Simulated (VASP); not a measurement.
# WSe2 in VASP: single point with PBE

Aim: the single point of WSe2 with PBE.

Everything below comes from runs of VASP 6.6.1. Logs are shortened: lines on timing, memory, paths and dates and some standing lists are left out, and cuts for length are marked.

## Step 1: The cell of the first run

The cell holds a slab with vacuum, 3 atoms: a = 3.320 Å, b = 3.320 Å, c = 16.654 Å, α = 90.00°, β = 90.00°, γ = 120.00°.

## Step 2: Single point, PBE (atom 1 (W) moved by -0.840 Å along [1 0 0] and +0.168 Å along [1 2 0])

Contents of INCAR:

```
PREC = Accurate
ENCUT = 520
EDIFF = 1E-7
ISMEAR = 0
SIGMA = 0.05
LREAL = False
LASPH = True
NELM = 60
ALGO = Normal
ISIF = 2
LWAVE = False
LCHARG = False
GGA = PE
NBANDS = 20
```

Contents of KPOINTS:

```
Automatic mesh
0
Gamma
  9 9 2
```

Contents of POSCAR:

```
WSe2
1.0
    3.3200588118      0.0000000000      0.0000000000
   -1.6600294059      2.8752552731      0.0000000000
    0.0000000000      0.0000000000     16.6541810407
W Se
1 2
Direct
   -0.2237927690      0.0584295946      0.0000000000
    0.3333333333      0.6666666667      0.1007736663
    0.3333333333      0.6666666667      0.8992263337
```

Potentials or basis: VASP PAW PBE potentials, release 64 (W_sv, Se).

Run with:

```console
$ cat potpaw_PBE.64/W_sv/POTCAR potpaw_PBE.64/Se/POTCAR > POTCAR
$ mpirun -np 1 vasp_std > vasp.out
```

OUTCAR:

```text
PREC = Accurate
   ENCUT = 520
   EDIFF = 1E-7
   ISMEAR = 0
   LREAL = False
   LASPH = True
   NELM = 60
   ISIF = 2
   GGA = PE

 ion  position               nearest neighbor table
   1  0.776  0.058  0.000-   2 2.18   3 2.18   2 2.57   3 2.57
   2  0.333  0.667  0.101-   1 2.18   1 2.57
   3  0.333  0.667  0.899-   1 2.18   1 2.57

  LATTYP: Found a hexagonal cell.
 ALAT       =     3.3200588118
 C/A-ratio  =     5.0162307311

  Lattice vectors:

 A1 = (   3.3200588118,   0.0000000000,   0.0000000000)
 A2 = (  -1.6600294059,   2.8752552731,   0.0000000000)
 A3 = (   0.0000000000,   0.0000000000,  16.6541810407)

Analysis of symmetry for initial positions (statically):
=====================================================================
 Subroutine PRICEL returns:
 Original cell was already a primitive cell.

 Routine SETGRP: Setting up the symmetry group for a
 hexagonal supercell.

 Subroutine GETGRP returns: Found  2 space group operations
 (whereof  2 operations were pure point group operations)
 out of a pool of 24 trial point group operations.

The static configuration has the point symmetry C_1h.

Analysis of symmetry for dynamics (positions and initial velocities):
=====================================================================
 Subroutine PRICEL returns:
 Original cell was already a primitive cell.

 Routine SETGRP: Setting up the symmetry group for a
 hexagonal supercell.

 Subroutine GETGRP returns: Found  2 space group operations
 (whereof  2 operations were pure point group operations)
 out of a pool of 24 trial point group operations.

The dynamic configuration has the point symmetry C_1h.

 Subroutine INISYM returns: Found  2 space group operations
 (whereof  2 operations are pure point group operations),
 and found     1 'primitive' translations

----------------------------------------------------------------------------------------

                                     Primitive cell

  volume of cell :     158.9811

  direct lattice vectors                    reciprocal lattice vectors
     3.320058812  0.000000000  0.000000000     0.301199484  0.173897603  0.000000000
    -1.660029406  2.875255273  0.000000000     0.000000000  0.347795206  0.000000000
     0.000000000  0.000000000 16.654181041     0.000000000  0.000000000  0.060044982

  length of vectors
[... 82 lines left out ...]
   ENCUT  =  520.0 eV  38.22 Ry    6.18 a.u.   6.17  6.17 30.97*2*pi/ulx,y,z
   NELM   =     60;   NELMIN=  2; NELMDL= -5     # of ELM steps
   EDIFF  = 0.1E-06   stopping-criterion for ELM
   LREAL  =      F    real-space projection
   EDIFFG = 0.1E-05   stopping-criterion for IOM
   NSW    =      0    number of steps for IOM
   IBRION =     -1    ionic relax: 0-MD 1-quasi-New 2-CG
   NFREE  =      0    steps in history (QN), initial steepest desc. (CG)
   ISIF   =      2    stress and relaxation
   ISYM   =      2    0-nonsym 1-usesym 2-fastsym
   POTIM  = 0.5000    time-step for ionic-motion
   TEBEG  =    0.0;   TEEND  =   0.0 temperature during run
   PSTRESS=    0.0 pullay stress
   NELECT =      26.0000    total number of electrons
   NUPDOWN=      -1.0000    fix difference up-down
   EMIN   =  10.00;   EMAX   =-10.00  energy-range for DOS
   EFERMI =   0.00;   METHOD = LEGACY
   ISMEAR =     0;   SIGMA  =   0.05  broadening in eV -4-tet -1-fermi 0-gaus
   EFERMI_NEDOS =   21; number of points for ismear=-14 and -15
   IALGO  =     38    algorithm
   IMIX   =      4    mixing-type and parameters
     AMIX     =   0.40;   BMIX     =  1.00
     AMIX_MAG =   1.60;   BMIX_MAG =  1.00
  volume/ion in A,a.u.               =      52.99       357.62
  Fermi-wavevector in a.u.,A,eV,Ry     =   0.895263  1.691802 10.905021  0.801496
  Thomas-Fermi vector in A             =   2.017573
   LORBIT       =      0    0 simple, 1 ext, 2 COOP (PROOUT), +10 PAW based schemes
   GGA     = PE    functional components
   LHFCALC =     F    Hartree Fock is set to
   AEXX    =    0.0000 exact exchange contribution
   IVDW    =     0    specifies the selected vdW correction
   LEPSILON=     F    determine dielectric tensor
   LRPA    =     F    only Hartree local field effects (RPA)
 non-spin polarized calculation
 Gauss-broadening in eV      SIGMA  =   0.05
  energy-cutoff  :      520.00
  volume of cell :      158.98
 maximum number of plane-waves:      4302
 NGX is ok and might be reduce to    28
   NGX = 13   NGY = 13   NGZ = 61

 number of electron      26.0000000 magnetization

 Free energy of the ion-electron system (eV)
  ---------------------------------------------------
  ext. energy  EPLUGINS =         0.00000000
  ---------------------------------------------------
  free energy    TOTEN  =       -17.75816462 eV

  energy without entropy =      -17.75508344  energy(sigma->0) =      -17.75662403

 E-fermi :   0.0773     XC(G=0):  -4.7657

 val. band max:        0.0358297394   @ k =   0.3333   0.3333   0.0000
 cond. band min:       0.0907033725   @ k =  -0.1111  -0.4444   0.0000
 fundamental gap:      0.0548736332
 Fermi energy:         0.0772558671

 k-point     1 :       0.0000    0.0000    0.0000
  band No.  band energies     occupation
      1     -74.6614      2.00000
      2     -39.2354      2.00000
      3     -39.0353      2.00000
      4     -38.6120      2.00000
      5     -15.7268      2.00000
      6     -14.3934      2.00000
[... 541 lines left out ...]
     19       5.6753      0.00000
     20       6.6671      0.00000

 [... further k-points ...]

------------------------ aborting loop because EDIFF is reached ----------------------------------------

  FORCE on cell =-STRESS in cart. coord.  units (eV):
  Direction    XX          YY          ZZ          XY          YZ          ZX
  --------------------------------------------------------------------------------------
  -------------------------------------------------------------------------------------
  Total        4.8135417      6.5058230     16.3015831      4.6394085      0.0000000      0.0000000
  in kB       48.5098413     65.5642894    164.2838595     46.7549641      0.0000000      0.0000000
  external PRESSURE =      92.7859967 kB  Pullay stress =       0.0000000 kB

 VOLUME and BASIS-vectors are now :
 -----------------------------------------------------------------------------
  energy-cutoff  :      520.00
  volume of cell :      158.98
      direct lattice vectors                 reciprocal lattice vectors
     3.320058812  0.000000000  0.000000000     0.301199484  0.173897603  0.000000000
    -1.660029406  2.875255273  0.000000000     0.000000000  0.347795206  0.000000000
     0.000000000  0.000000000 16.654181041     0.000000000  0.000000000  0.060044982

 POSITION                                       TOTAL-FORCE (eV/Angst)
 -----------------------------------------------------------------------------------
      2.48006      0.16800      0.00000         4.862254      2.343883      0.000000
     -0.00000      1.91684      1.67830        -2.431127     -1.171942      4.859997
     -0.00000      1.91684     14.97588        -2.431127     -1.171942     -4.859997
 -----------------------------------------------------------------------------------
    total drift:                               -0.000078     -0.000005      0.000000

  FREE ENERGIE OF THE ION-ELECTRON SYSTEM (eV)
  ---------------------------------------------------
  free  energy   TOTEN  =       -17.7581646231 eV

  energy  without entropy=      -17.7550834367  energy(sigma->0) =      -17.75662403
```

OSZICAR:

```text
N       E                     dE             d eps       ncg     rms          rms(c)
DAV:   1     0.170476576679E+03    0.17048E+03   -0.13257E+04  3936   0.109E+03
DAV:   2    -0.596250927697E+01   -0.17644E+03   -0.17197E+03  4316   0.247E+02
DAV:   3    -0.184360057191E+02   -0.12473E+02   -0.12344E+02  4240   0.623E+01
[... 14 lines left out ...]
DAV:  18    -0.177581539271E+02   -0.30667E-04   -0.93431E-07  3428   0.311E-03    0.896E-04
DAV:  19    -0.177581620911E+02   -0.81640E-05   -0.29832E-07  3268   0.196E-03    0.406E-04
DAV:  20    -0.177581640593E+02   -0.19681E-05   -0.68516E-08  2916   0.832E-04    0.350E-04
DAV:  21    -0.177581645502E+02   -0.49094E-06   -0.11037E-08  2592   0.429E-04    0.154E-04
DAV:  22    -0.177581646231E+02   -0.72911E-07   -0.18601E-09  2368   0.159E-04
   1 F= -.17758165E+02 E0= -.17756624E+02  d E =-.308119E-02
```

stdout:

```text
POSCAR found type information on POSCAR W Se
 POSCAR found :  2 types and       3 ions
 scaLAPACK will be used
 LDA part: xc-table for (Slater+PW92), standard interpolation
 POSCAR, INCAR and KPOINTS ok, starting setup
 FFT: planning ... GRIDC
 FFT: planning ... GRID_SOFT
 FFT: planning ... GRID
 WAVECAR not read
 entering main loop
```

It took 2.7 min on 1 thread of Intel Xeon 6975P-C (Granite Rapids), shared host; peak memory 0.47 GiB.

What came out:

```yaml
Free_energy: -17.7582 eV
Largest_force: 5.559 eV/Å
Band_gap_on_the_k_mesh: zero (bands 13 and 14 overlap by 0.25 eV)
```

Forces on the atoms (eV/Å):
```
W    4.862  2.344  0.000
Se  -2.431 -1.172  4.860
Se  -2.431 -1.172 -4.860
```

Caveat: the cell differs from its parent crystal (atom 1 (W) moved by -0.840 Å along [1 0 0] and +0.168 Å along [1 2 0]); spin-orbit coupling is left out, which moves the levels of the heavy elements.
